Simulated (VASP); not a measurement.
# InP (F-43m) in VASP: further runs

Aim: see how the results for InP move with the level of theory and the settings. Levels: r2SCAN, PBE. Tasks: single point.

All numbers are computed with VASP 6.6.1; they aren't measurements. Logs are shortened: lines on timing, memory, paths and dates and some standing lists are left out, and cuts for length are marked.

## Step 1: The cell of the first run

It takes space group F-43m (No. 216, cubic). The conventional cell has a = 5.908 Å, b = 5.908 Å, c = 5.908 Å, α = 90.00°, β = 90.00°, γ = 90.00°. In (site symmetry -43m) has 4 P at 2.56 Å within 3.4 Å. P (site symmetry -43m) has 4 In at 2.56 Å within 3.4 Å.

## Step 2: Single point, r2SCAN

The input, POSCAR:

```
InP
1.0
    0.0000000000      2.9537876425      2.9537876425
    2.9537876425      0.0000000000      2.9537876425
    2.9537876425      2.9537876425      0.0000000000
In P
1 1
Direct
    0.0000000000      0.0000000000      0.0000000000
    0.2500000000      0.2500000000      0.2500000000
```

The input, INCAR.step1:

```
SYSTEM = InP
PREC = Accurate ; ENCUT = 520
ISMEAR = 0 ; SIGMA = 0.01
LREAL = .FALSE. ; LASPH = .TRUE.
NELM = 60 ; NBANDS = 16
GGA = PE ; ALGO = Normal
EDIFF = 1E-4 ; LWAVE = .TRUE.
LCHARG = .FALSE.
```

The input, INCAR.step2:

```
SYSTEM = InP
PREC = Accurate ; ENCUT = 520
EDIFF = 1E-6 ; ISMEAR = 0
SIGMA = 0.01 ; LREAL = .FALSE.
LASPH = .TRUE. ; NELM = 60
ALGO = Normal ; ISIF = 2
LWAVE = .FALSE. ; LCHARG = .FALSE.
METAGGA = R2SCAN ; LMIXTAU = .TRUE.
NBANDS = 16 ; ISTART = 1
```

The input, KPOINTS:

```
Automatic mesh
0
G
  6 6 6
  0 0 0
```

Potentials or basis: VASP PAW PBE potentials, release 64 (In_d, P).

On the command line:

```bash
$ cat potpaw_PBE.64/In_d/POTCAR potpaw_PBE.64/P/POTCAR > POTCAR
$ cp INCAR.step1 INCAR
$ mpirun -np 1 vasp_std > vasp.out
$ cp INCAR.step2 INCAR
$ mpirun -np 1 vasp_std > vasp.out
```

OUTCAR:

```text
SYSTEM = InP
   PREC = Accurate
   ENCUT = 520
   EDIFF = 1E-6
   ISMEAR = 0
   LREAL = .FALSE.
   LASPH = .TRUE.
   NELM = 60
   ISIF = 2
   METAGGA = R2SCAN
   ISTART = 1

 ion  position               nearest neighbor table
   1  0.000  0.000  0.000-   2 2.56   2 2.56   2 2.56   2 2.56
   2  0.250  0.250  0.250-   1 2.56   1 2.56   1 2.56   1 2.56

  LATTYP: Found a face centered cubic cell.
 ALAT       =     5.9075752850

  Lattice vectors:

 A1 = (   0.0000000000,   2.9537876425,   2.9537876425)
 A2 = (   2.9537876425,   0.0000000000,   2.9537876425)
 A3 = (   2.9537876425,   2.9537876425,   0.0000000000)

Analysis of symmetry for initial positions (statically):
=====================================================================
 Subroutine PRICEL returns:
 Original cell was already a primitive cell.

 Routine SETGRP: Setting up the symmetry group for a
 face centered cubic supercell.

 Subroutine GETGRP returns: Found 24 space group operations
 (whereof 24 operations were pure point group operations)
 out of a pool of 48 trial point group operations.

The static configuration has the point symmetry T_d .

Analysis of symmetry for dynamics (positions and initial velocities):
=====================================================================
 Subroutine PRICEL returns:
 Original cell was already a primitive cell.

 Routine SETGRP: Setting up the symmetry group for a
 face centered cubic supercell.

 Subroutine GETGRP returns: Found 24 space group operations
 (whereof 24 operations were pure point group operations)
 out of a pool of 48 trial point group operations.

The dynamic configuration has the point symmetry T_d .

 Subroutine INISYM returns: Found 24 space group operations
 (whereof 24 operations are pure point group operations),
 and found     1 'primitive' translations

----------------------------------------------------------------------------------------

                                     Primitive cell

  volume of cell :      51.5428

  direct lattice vectors                    reciprocal lattice vectors
     0.000000000  2.953787643  2.953787643    -0.169274186  0.169274186  0.169274186
     2.953787643  0.000000000  2.953787643     0.169274186 -0.169274186  0.169274186
     2.953787643  2.953787643  0.000000000     0.169274186  0.169274186 -0.169274186

  length of vectors
     4.177286544  4.177286544  4.177286544     0.293191491  0.293191491  0.293191491

  position of ions in fractional coordinates (direct lattice)
     0.000000000  0.000000000  0.000000000
     0.250000000  0.250000000  0.250000000

  ion indices of the primitive-cell ions
   primitive index   ion index
                 1           1
                 2           2

----------------------------------------------------------------------------------------

 KPOINTS: Automatic mesh

Automatic generation of k-mesh.
 Grid dimensions read from file:
 generate k-points for:    6    6    6

 Generating k-lattice:

  Cartesian coordinates                     Fractional coordinates (reciprocal lattice)
    -0.028212364  0.028212364  0.028212364     0.166666667  0.000000000  0.000000000
     0.028212364 -0.028212364  0.028212364     0.000000000  0.166666667  0.000000000
     0.028212364  0.028212364 -0.028212364     0.000000000  0.000000000  0.166666667

  Length of vectors
     0.048865249  0.048865249  0.048865249

  Shift w.r.t. Gamma in fractional coordinates (k-lattice)
     0.000000000  0.000000000  0.000000000

 Subroutine IBZKPT returns following result:
 ===========================================

 Found     16 irreducible k-points:

 Following reciprocal coordinates:
            Coordinates               Weight
  0.000000  0.000000  0.000000      1.000000
  0.166667  0.000000  0.000000      8.000000
  0.333333  0.000000  0.000000      8.000000
  0.500000  0.000000  0.000000      4.000000
  0.166667  0.166667  0.000000      6.000000
  0.333333  0.166667  0.000000     24.000000
[... 8 lines left out ...]
 -0.333333  0.333333  0.166667     24.000000
 -0.333333  0.500000  0.166667     12.000000
   k-points           NKPTS =     16   k-points in BZ     NKDIM =     16   number of bands    NBANDS=     16
   number of dos      NEDOS =    301   number of ions     NIONS =      2
   total plane-waves  NPLWV =  32768
   dimension x,y,z NGX =    32 NGY =   32 NGZ =   32
   dimension x,y,z NGXF=    64 NGYF=   64 NGZF=   64
   ions per type =               1   1
   NGX,Y,Z   is equivalent  to a cutoff of  12.74, 12.74, 12.74 a.u.
   NGXF,Y,Z  is equivalent  to a cutoff of  25.47, 25.47, 25.47 a.u.
 SYSTEM =  InP
   PREC   = accura    normal or accurate (medium, high low for compatibility)
   ISTART =      1    job   : 0-new  1-cont  2-samecut
   ICHARG =      0    charge: 1-file 2-atom 10-const
   ISPIN  =      1    spin polarized calculation?
   LNONCOLLINEAR =      F non collinear calculations
   LSORBIT =      F    spin-orbit coupling
   LASPH  =      T    aspherical Exc in radial PAW
   ENCUT  =  520.0 eV  38.22 Ry    6.18 a.u.   7.77  7.77  7.77*2*pi/ulx,y,z
   NELM   =     60;   NELMIN=  2; NELMDL=  0     # of ELM steps
   EDIFF  = 0.1E-05   stopping-criterion for ELM
   LREAL  =      F    real-space projection
   EDIFFG = 0.1E-04   stopping-criterion for IOM
   NSW    =      0    number of steps for IOM
   IBRION =     -1    ionic relax: 0-MD 1-quasi-New 2-CG
   NFREE  =      0    steps in history (QN), initial steepest desc. (CG)
   ISIF   =      2    stress and relaxation
   ISYM   =      2    0-nonsym 1-usesym 2-fastsym
   POTIM  = 0.5000    time-step for ionic-motion
   TEBEG  =    0.0;   TEEND  =   0.0 temperature during run
   PSTRESS=    0.0 pullay stress
   NELECT =      18.0000    total number of electrons
   NUPDOWN=      -1.0000    fix difference up-down
   EMIN   =  10.00;   EMAX   =-10.00  energy-range for DOS
   EFERMI =   0.00;   METHOD = LEGACY
   ISMEAR =     0;   SIGMA  =   0.01  broadening in eV -4-tet -1-fermi 0-gaus
   EFERMI_NEDOS =   21; number of points for ismear=-14 and -15
   IALGO  =     38    algorithm
   IMIX   =      4    mixing-type and parameters
     AMIX     =   0.40;   BMIX     =  1.00
     AMIX_MAG =   1.60;   BMIX_MAG =  1.00
  volume/ion in A,a.u.               =      25.77       173.91
  Fermi-wavevector in a.u.,A,eV,Ry     =   1.152860  2.178589 18.083301  1.329085
  Thomas-Fermi vector in A             =   2.289508
   LORBIT       =      0    0 simple, 1 ext, 2 COOP (PROOUT), +10 PAW based schemes
   METAGGA = R2SCAN    functional components
   LHFCALC =     F    Hartree Fock is set to
   AEXX    =    0.0000 exact exchange contribution
   IVDW    =     0    specifies the selected vdW correction
   LEPSILON=     F    determine dielectric tensor
   LRPA    =     F    only Hartree local field effects (RPA)
 non-spin polarized calculation
 Gauss-broadening in eV      SIGMA  =   0.01
  energy-cutoff  :      520.00
  volume of cell :       51.54
 maximum number of plane-waves:      1411
   NGX = 15   NGY = 15   NGZ = 15

 number of electron      18.0000009 magnetization

 Free energy of the ion-electron system (eV)
  ---------------------------------------------------
  ext. energy  EPLUGINS =         0.00000000
  ---------------------------------------------------
  free energy    TOTEN  =       -32.28840284 eV

  energy without entropy =      -32.28840284  energy(sigma->0) =      -32.28840284

 E-fermi :   4.8281     XC(G=0):  -9.7689

 val. band max:        4.7587733402   @ k =   0.0000   0.0000   0.0000
 cond. band min:       5.7874971732   @ k =   0.0000   0.0000   0.0000
 fundamental gap:      1.0287238331
 Fermi energy:         4.8281148546

 k-point     1 :       0.0000    0.0000    0.0000
  band No.  band energies     occupation
      1      -9.8589      2.00000
      2      -9.8589      2.00000
      3      -9.8589      2.00000
      4      -9.6925      2.00000
      5      -9.6925      2.00000
      6      -7.0764      2.00000
[... 8 lines left out ...]
     15      14.6402      0.00000
     16      14.6402      0.00000

 k-point     2 :       0.1667    0.0000    0.0000
  band No.  band energies     occupation
      1      -9.8919      2.00000
      2      -9.8464      2.00000
      3      -9.8464      2.00000
      4      -9.6920      2.00000
      5      -9.6920      2.00000
      6      -6.7583      2.00000
[... 8 lines left out ...]
     15      13.8045      0.00000
     16      14.6953      0.00000

 k-point     3 :       0.3333    0.0000    0.0000
  band No.  band energies     occupation
      1      -9.9527      2.00000
      2      -9.8258      2.00000
      3      -9.8258      2.00000
      4      -9.6862      2.00000
      5      -9.6862      2.00000
      6      -5.9449      2.00000
[... 8 lines left out ...]
     15      14.3169      0.00000
     16      14.3169      0.00000

 k-point     4 :       0.5000    0.0000    0.0000
  band No.  band energies     occupation
      1      -9.9810      2.00000
      2      -9.8182      2.00000
      3      -9.8182      2.00000
      4      -9.6803      2.00000
      5      -9.6803      2.00000
      6      -5.3501      2.00000
[... 8 lines left out ...]
     15      15.9332      0.00000
     16      15.9332      0.00000

 k-point     5 :       0.1667    0.1667    0.0000
  band No.  band energies     occupation
      1      -9.9148      2.00000
      2      -9.8337      2.00000
      3      -9.8337      2.00000
      4      -9.7027      2.00000
      5      -9.6838      2.00000
      6      -6.6538      2.00000
[... 8 lines left out ...]
     15      14.9076      0.00000
     16      15.7238      0.00000

 k-point     6 :       0.3333    0.1667    0.0000
  band No.  band energies     occupation
      1      -9.9627      2.00000
      2      -9.8154      2.00000
      3      -9.8104      2.00000
      4      -9.7072      2.00000
      5      -9.6766      2.00000
      6      -5.9971      2.00000
[... 8 lines left out ...]
     15      15.2081      0.00000
     16      16.0030      0.00000

 k-point     7 :       0.5000    0.1667    0.0000
  band No.  band energies     occupation
      1      -9.9903      2.00000
      2      -9.8095      2.00000
      3      -9.8007      2.00000
      4      -9.6968      2.00000
      5      -9.6766      2.00000
      6      -5.2300      2.00000
[... 8 lines left out ...]
     15      15.9841      0.00000
     16      16.2717      0.00000

 k-point     8 :      -0.3333    0.1667    0.0000
  band No.  band energies     occupation
      1      -9.9781      2.00000
      2      -9.8126      2.00000
      3      -9.8090      2.00000
      4      -9.6897      2.00000
      5      -9.6858      2.00000
      6      -5.4430      2.00000
[... 8 lines left out ...]
     15      15.2939      0.00000
     16      16.4329      0.00000

 k-point     9 :      -0.1667    0.1667    0.0000
  band No.  band energies     occupation
      1      -9.9339      2.00000
      2      -9.8319      2.00000
      3      -9.8252      2.00000
      4      -9.6972      2.00000
      5      -9.6853      2.00000
      6      -6.2689      2.00000
[... 8 lines left out ...]
     15      14.6885      0.00000
     16      16.2114      0.00000

 k-point    10 :       0.3333    0.3333    0.0000
  band No.  band energies     occupation
      1     -10.0080      2.00000
      2      -9.7816      2.00000
      3      -9.7816      2.00000
      4      -9.7274      2.00000
      5      -9.6664      2.00000
      6      -5.5613      2.00000
[... 8 lines left out ...]
     15      15.5927      0.00000
     16      18.6018      0.00000

 k-point    11 :       0.5000    0.3333    0.0000
  band No.  band energies     occupation
      1     -10.0261      2.00000
      2      -9.7766      2.00000
      3      -9.7685      2.00000
      4      -9.7262      2.00000
      5      -9.6658      2.00000
      6      -4.9152      2.00000
[... 8 lines left out ...]
     15      16.1568      0.00000
     16      17.3426      0.00000

 k-point    12 :      -0.3333    0.3333    0.0000
  band No.  band energies     occupation
      1     -10.0077      2.00000
      2      -9.7951      2.00000
      3      -9.7797      2.00000
      4      -9.7062      2.00000
      5      -9.6802      2.00000
      6      -4.8455      2.00000
[... 8 lines left out ...]
     15      14.4283      0.00000
     16      18.4864      0.00000

 k-point    13 :       0.5000    0.5000    0.0000
  band No.  band energies     occupation
      1     -10.0486      2.00000
      2      -9.7547      2.00000
      3      -9.7546      2.00000
      4      -9.7409      2.00000
      5      -9.6578      2.00000
      6      -4.6987      2.00000
[... 8 lines left out ...]
     15      16.0743      0.00000
     16      17.1089      0.00000

 k-point    14 :       0.5000    0.3333    0.1667
  band No.  band energies     occupation
      1      -9.9959      2.00000
      2      -9.8028      2.00000
      3      -9.7856      2.00000
      4      -9.7112      2.00000
      5      -9.6746      2.00000
      6      -5.3152      2.00000
[... 8 lines left out ...]
     15      16.3966      0.00000
     16      17.0759      0.00000

 k-point    15 :      -0.3333    0.3333    0.1667
  band No.  band energies     occupation
      1     -10.0067      2.00000
      2      -9.8024      2.00000
      3      -9.7744      2.00000
      4      -9.7062      2.00000
      5      -9.6791      2.00000
      6      -4.8446      2.00000
[... 8 lines left out ...]
     15      16.4119      0.00000
     16      16.8852      0.00000

 k-point    16 :      -0.3333    0.5000    0.1667
  band No.  band energies     occupation
      1     -10.0259      2.00000
      2      -9.7853      2.00000
      3      -9.7598      2.00000
      4      -9.7215      2.00000
      5      -9.6706      2.00000
      6      -4.6438      2.00000
[... 8 lines left out ...]
     15      16.5475      0.00000
     16      17.3019      0.00000

------------------------ aborting loop because EDIFF is reached ----------------------------------------

  FORCE on cell =-STRESS in cart. coord.  units (eV):
  Direction    XX          YY          ZZ          XY          YZ          ZX
  --------------------------------------------------------------------------------------
  -------------------------------------------------------------------------------------
  Total       -0.0398593     -0.0398593     -0.0398593     -0.0000000      0.0000000     -0.0000000
  in kB       -1.2390026     -1.2390026     -1.2390026     -0.0000000      0.0000000     -0.0000000
  external PRESSURE =      -1.2390026 kB  Pullay stress =       0.0000000 kB

 VOLUME and BASIS-vectors are now :
 -----------------------------------------------------------------------------
  energy-cutoff  :      520.00
  volume of cell :       51.54
      direct lattice vectors                 reciprocal lattice vectors
     0.000000000  2.953787643  2.953787643    -0.169274186  0.169274186  0.169274186
     2.953787643  0.000000000  2.953787643     0.169274186 -0.169274186  0.169274186
     2.953787643  2.953787643  0.000000000     0.169274186  0.169274186 -0.169274186

 POSITION                                       TOTAL-FORCE (eV/Angst)
 -----------------------------------------------------------------------------------
      0.00000      0.00000      0.00000        -0.000000     -0.000000      0.000000
      1.47689      1.47689      1.47689         0.000000      0.000000      0.000000
 -----------------------------------------------------------------------------------
    total drift:                               -0.000002     -0.000002     -0.000002

  FREE ENERGIE OF THE ION-ELECTRON SYSTEM (eV)
  ---------------------------------------------------
  free  energy   TOTEN  =       -32.2884028406 eV

  energy  without entropy=      -32.2884028406  energy(sigma->0) =      -32.28840284
```

It took 18 s on 1 thread of Intel Xeon 6975P-C (Granite Rapids), shared host; peak memory 0.18 GiB.

What came out:

```
Free energy            : -32.2884 eV
Pressure               : -0.1 GPa
Band gap on the k mesh : 1.03 eV, direct
```

Levels at points of the mesh, in eV from the valence-band top:
| k point | band 7 | band 8 | band 9 | band 10 | band 11 | band 12 |
| --- | --- | --- | --- | --- | --- | --- |
| (0.00, 0.00, 0.00) | 0.00 | 0.00 | 0.00 | 1.03 | 4.44 | 4.44 |
| (0.50, 0.00, 0.00) | -5.75 | -0.97 | -0.97 | 1.80 | 5.15 | 5.15 |
| (0.50, 0.50, 0.00) | -5.77 | -2.33 | -2.33 | 2.04 | 2.54 | 9.72 |

Caveat: the PAW data sets were made with another functional, which shifts forces and pressure a little; spin-orbit coupling is left out, which moves the levels of the heavy elements.

(Continued in part 2 of 2.)
